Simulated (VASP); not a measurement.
Set up this calculation in VASP 6.6.1, as the native input.

| Property | Result |
| --- | --- |
| Task | single point |
| Functional | PBE |
| Potentials or basis | VASP PAW PBE potentials, release 64 (C) |
| Cutoff | 520 eV |
| k mesh | 6 × 6 × 6 |
| Occupations | gaussian, width 0.01 eV |
| Spin | no spin polarisation |
| Dipole correction | no |
| Further INCAR settings | ALGO = Normal; EDIFF = 1e-07; NBANDS = 11 |

The structure of C lies in POSCAR:

```
C
1.0
    0.0000000000      1.7801241411      1.7801241411
    1.7801241411      0.0000000000      1.7801241411
    1.7801241411      1.7801241411      0.0000000000
C
2
Direct
    0.0000000000      0.0000000000      0.0000000000
    0.2500000000      0.2500000000      0.2500000000
```

The input as run:

INCAR

```
SYSTEM = C
ALGO     = Normal         ! electronic algorithm
EDIFF    = 1E-7           ! SCF threshold, eV
ENCUT    = 520            ! plane-wave cutoff, eV
GGA      = PE             ! functional
ISIF     = 2              ! what is computed and relaxed
ISMEAR   = 0              ! smearing method
LASPH    = .True.         ! aspherical terms in the spheres
LCHARG   = .True.         ! write CHGCAR
LELF     = .True.         ! ELF
LREAL    = .False.        ! projectors in reciprocal space
LVHAR    = .True.       
LWAVE    = .False.        ! write WAVECAR
NBANDS   = 11             ! bands
NELM     = 80             ! most SCF steps
PREC     = Accurate       ! precision mode
SIGMA    = 0.01           ! smearing width, eV
```

KPOINTS

```
k-points
0
Gamma
  6 6 6
  0 0 0
```

Potentials or basis: VASP PAW PBE potentials, release 64 (C).

Run with:

```console
$ cat potpaw_PBE.64/C/POTCAR > POTCAR
$ mpirun -np 1 vasp_std > vasp.out
```

Results of the run:

- Pressure: 5.0 GPa
- Band gap on the k mesh: 4.16 eV, indirect (least direct gap 5.60 eV)

Caveat: the k points lie up to 0.51 Å⁻¹ apart.

Run time: 3.3 s on 1 thread of AMD EPYC 7R13 Processor (Zen 3), on a shared host, peak memory 0.08 GiB.
